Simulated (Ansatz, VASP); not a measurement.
# Ce: VASP beside Ansatz

Contents of INCAR:

```
SYSTEM = Ce
PREC = Accurate ; ENCUT = 500
EDIFF = 1E-6 ; ISMEAR = 1
SIGMA = 0.01 ; LREAL = .False.
LASPH = .True. ; NELM = 200
ALGO = Normal ; ISIF = 2
LWAVE = .False. ; LCHARG = .False.
GGA = PE ; NBANDS = 12
GGA_COMPAT = .False. ; LMAXMIX = 6
```

Contents of KPOINTS:

```
Automatic mesh
0
Gamma
  11 11 11
  0 0 0
```

The input POSCAR:

```
Ce
1.0
    0.0000000000      2.3774557595      2.3774557595
    2.3774557595      0.0000000000      2.3774557595
    2.3774557595      2.3774557595      0.0000000000
Ce
1
Direct
    0.0000000000      0.0000000000      0.0000000000
```

Input for Ansatz:

```yaml
crystal:
  lattice:
    - [0.0, 2.3774557595, 2.3774557595]
    - [2.3774557595, 0.0, 2.3774557595]
    - [2.3774557595, 2.3774557595, 0.0]
  atoms:
    - { symbol: Ce, position: [0.0, 0.0, 0.0] }
hamiltonian:
  xc: pbe
  pseudopotentials:
    kind: paw
    azcp:
      Ce: "pseudopotentials/Ce.paw.azcp"
basis:
  ecutwfc: 420
  fft_grid_basis: typed
kpoints:
  mp_grid: { grid: [11, 11, 11], shift: [0, 0, 0] }
magnetization:
  spin_polarized: false
scf:
  occupations: { method: methfessel_paxton, width: 0.01 }
  lower_state_search: "off"
output:
  stress: true
  write_density: true
  write_potential: true
  elf: true
  volumetric_format: npy
```

Alike in both runs: task single point; functional PBE; k mesh 11 × 11 × 11; occupations methfessel-paxton of order 1, width 0.01 eV; no spin polarisation.

|  | VASP | Ansatz |
| --- | --- | --- |
| version | VASP 6.6.1 | Ansatz 0.2.0 |
| potentials or method | VASP PAW PBE potentials, release 64 (Ce), cutoff 500 eV | plane waves (420 eV) with PAW, scalar-relativistic |
| valence electrons in the cell | 12 | 12 |

Ansatz gave:

```
pressure (GPa) : -0.5
```

Task: Which values does VASP return?

Result: Pressure (GPa): -0.8.

Spin-orbit coupling is off throughout.
